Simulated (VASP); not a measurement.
# HfO2 (R-3m) in VASP: notebook, part 2 of 2

VASP 6.6.1.

### Step 3. Single point, r2SCAN (epitaxial 111 strain -5.0%)

The input, POSCAR:

```
HfO2
1.0
    0.2032617411      2.6059849443      2.6059849443
    2.6059849443      0.2032617411      2.6059849443
    2.6059849443      2.6059849443      0.2032617411
Hf O
1 2
Direct
    0.0000000000      0.0000000000      0.0000000000
    0.2458737640      0.2458737640      0.2458737640
    0.7541262360      0.7541262360      0.7541262360
```

The input, INCAR.step1:

```
PREC = Accurate ; ENCUT = 520
ISMEAR = 0 ; SIGMA = 0.01
LREAL = False ; LASPH = True
NELM = 80 ; NBANDS = 18
GGA = PE ; ALGO = Normal
EDIFF = 1E-4 ; LWAVE = True
LCHARG = False
```

The input, INCAR.step2:

```
PREC = Accurate ; ENCUT = 520
EDIFF = 1E-7 ; ISMEAR = 0
SIGMA = 0.01 ; LREAL = False
LASPH = True ; NELM = 80
ALGO = Normal ; ISIF = 2
LWAVE = False ; LCHARG = False
METAGGA = R2SCAN ; LMIXTAU = True
NBANDS = 18 ; ISTART = 1
```

The input, KPOINTS:

```
Automatic mesh
0
Gamma
  8 8 8
```

Potentials or basis: VASP PAW PBE potentials, release 64 (Hf_pv, O).

Started as:

```sh
$ cat potpaw_PBE.64/Hf_pv/POTCAR potpaw_PBE.64/O/POTCAR > POTCAR
$ cp INCAR.step1 INCAR
$ mpirun -np 1 vasp_std > vasp.out
$ cp INCAR.step2 INCAR
$ mpirun -np 1 vasp_std > vasp.out
```

OUTCAR:

```text
PREC = Accurate
   ENCUT = 520
   EDIFF = 1E-7
   ISMEAR = 0
   LREAL = False
   LASPH = True
   NELM = 80
   ISIF = 2
   METAGGA = R2SCAN
   ISTART = 1

 ion  position               nearest neighbor table
   1  0.000  0.000  0.000-   3 2.13   3 2.13   3 2.13   2 2.13   2 2.13   2 2.13   3 2.31   2 2.31

   2  0.246  0.246  0.246-   1 2.13   1 2.13   1 2.13   1 2.31
   3  0.754  0.754  0.754-   1 2.13   1 2.13   1 2.13   1 2.31

  LATTYP: Found a trigonal (rhomboedric) cell.
 ALAT       =     3.6910202377
 COS(alpha) =     0.5762451987

  Lattice vectors:

 A1 = (   0.2032617411,   2.6059849443,   2.6059849443)
 A2 = (   2.6059849443,   0.2032617411,   2.6059849443)
 A3 = (   2.6059849443,   2.6059849443,   0.2032617411)

Analysis of symmetry for initial positions (statically):
=====================================================================
 Subroutine PRICEL returns:
 Original cell was already a primitive cell.

 Routine SETGRP: Setting up the symmetry group for a
 trigonal (rhombohedral) supercell.

 Subroutine GETGRP returns: Found 12 space group operations
 (whereof 12 operations were pure point group operations)
 out of a pool of 12 trial point group operations.

The static configuration has the point symmetry D_3d.

Analysis of symmetry for dynamics (positions and initial velocities):
=====================================================================
 Subroutine PRICEL returns:
 Original cell was already a primitive cell.

 Routine SETGRP: Setting up the symmetry group for a
 trigonal (rhombohedral) supercell.

 Subroutine GETGRP returns: Found 12 space group operations
 (whereof 12 operations were pure point group operations)
 out of a pool of 12 trial point group operations.

The dynamic configuration has the point symmetry D_3d.

 Subroutine INISYM returns: Found 12 space group operations
[... 114 lines left out ...]
   ISMEAR =     0;   SIGMA  =   0.01  broadening in eV -4-tet -1-fermi 0-gaus
   EFERMI_NEDOS =   21; number of points for ismear=-14 and -15
   IALGO  =     38    algorithm
   IMIX   =      4    mixing-type and parameters
     AMIX     =   0.40;   BMIX     =  1.00
     AMIX_MAG =   1.60;   BMIX_MAG =  1.00
  volume/ion in A,a.u.               =      10.42        70.32
  Fermi-wavevector in a.u.,A,eV,Ry     =   1.456155  2.751734 28.849614  2.120387
  Thomas-Fermi vector in A             =   2.573106
   LORBIT       =      0    0 simple, 1 ext, 2 COOP (PROOUT), +10 PAW based schemes
   METAGGA = R2SCAN    functional components
   LHFCALC =     F    Hartree Fock is set to
   AEXX    =    0.0000 exact exchange contribution
   IVDW    =     0    specifies the selected vdW correction
   LEPSILON=     F    determine dielectric tensor
   LRPA    =     F    only Hartree local field effects (RPA)
 non-spin polarized calculation
 Gauss-broadening in eV      SIGMA  =   0.01
  energy-cutoff  :      520.00
  volume of cell :       31.26
 maximum number of plane-waves:       857
   NGX = 13   NGY = 13   NGZ = 13

 number of electron      21.9999999 magnetization

 Free energy of the ion-electron system (eV)
  ---------------------------------------------------
  ext. energy  EPLUGINS =         0.00000000
  ---------------------------------------------------
  free energy    TOTEN  =       -68.39795184 eV

  energy without entropy =      -68.39795184  energy(sigma->0) =      -68.39795184

 E-fermi :   4.2693     XC(G=0): -12.8213

 val. band max:        4.1915826509   @ k =   0.5000   0.5000   0.0000
 cond. band min:       8.6675689784   @ k =   0.5000   0.5000   0.0000
 fundamental gap:      4.4759863275
 Fermi energy:         4.2692542059

 k-point     1 :       0.0000    0.0000    0.0000
  band No.  band energies     occupation
      1     -26.2663      2.00000
      2     -26.1689      2.00000
      3     -26.1689      2.00000
      4     -15.7472      2.00000
      5     -12.5262      2.00000
      6      -1.7005      2.00000
[... 481 lines left out ...]
      5     -13.2026      2.00000
      6      -1.1016      2.00000
[... 10 lines left out ...]
     17      15.4654      0.00000
     18      17.2353      0.00000

 [... further k-points ...]

------------------------ aborting loop because EDIFF is reached ----------------------------------------

  FORCE on cell =-STRESS in cart. coord.  units (eV):
  Direction    XX          YY          ZZ          XY          YZ          ZX
  --------------------------------------------------------------------------------------
  -------------------------------------------------------------------------------------
  Total        1.5254412      1.5254412      1.5254412     -1.1221337     -1.1221337     -1.1221337
  in kB       78.1774534     78.1774534     78.1774534    -57.5083202    -57.5083202    -57.5083202
  external PRESSURE =      78.1774534 kB  Pullay stress =       0.0000000 kB

 VOLUME and BASIS-vectors are now :
 -----------------------------------------------------------------------------
  energy-cutoff  :      520.00
  volume of cell :       31.26
      direct lattice vectors                 reciprocal lattice vectors
     0.203261741  2.605984944  2.605984944    -0.215908180  0.200286244  0.200286244
     2.605984944  0.203261741  2.605984944     0.200286244 -0.215908180  0.200286244
     2.605984944  2.605984944  0.203261741     0.200286244  0.200286244 -0.215908180

 POSITION                                       TOTAL-FORCE (eV/Angst)
 -----------------------------------------------------------------------------------
      0.00000      0.00000      0.00000        -0.000000      0.000000      0.000000
      1.33146      1.33146      1.33146         0.052426      0.052426      0.052426
      4.08377      4.08377      4.08377        -0.052426     -0.052426     -0.052426
 -----------------------------------------------------------------------------------
    total drift:                                0.000000     -0.000000      0.000000

  FREE ENERGIE OF THE ION-ELECTRON SYSTEM (eV)
  ---------------------------------------------------
  free  energy   TOTEN  =       -68.3979518382 eV

  energy  without entropy=      -68.3979518382  energy(sigma->0) =      -68.39795184
```

It took 86 s on 1 thread of Intel Xeon 6975P-C (Granite Rapids), shared host; peak memory 0.19 GiB.

Results:

| Item | Value |
| --- | --- |
| Free energy | -68.3980 eV |
| Pressure | 7.8 GPa |
| Largest force | 0.091 eV/Å |
| Band gap on the k mesh | 4.48 eV |

Forces in eV/Å, atoms in the order of the input:
```
Hf   0.000  0.000  0.000
O    0.052  0.052  0.052
O   -0.052 -0.052 -0.052
```

Stress tensor (GPa, compression positive):
```
 7.82 -5.75 -5.75
-5.75  7.82 -5.75
-5.75 -5.75  7.82
```

Levels at points of the mesh, in eV from the valence-band top:
```
           k point  band 7  band 8  band 9  band 10  band 11  band 12  band 13  band 14  band 15  band 16
(0.00, 0.00, 0.00)   -5.49   -5.49   -0.71    -0.71    -0.40     4.60     4.60     6.88    10.89    11.70
(0.50, 0.00, 0.00)   -4.48   -3.32   -2.92    -2.04    -1.58     5.12     5.94     8.24     9.83    10.04
(0.50, 0.50, 0.00)   -3.82   -3.32   -2.08    -1.17     0.00     4.48     6.46     6.95     9.27     9.77
(0.50, 0.50, 0.50)   -4.51   -2.95   -2.82    -1.89    -1.89     5.15     5.15     6.65     9.82    10.64
```

Caveat: the cell differs from its parent crystal (epitaxial 111 strain -5.0%); the cell stands under pressure; the PAW data sets were made with another functional, which shifts forces and pressure a little; spin-orbit coupling is left out, which moves the levels of the heavy elements. A k mesh can miss the band edges.
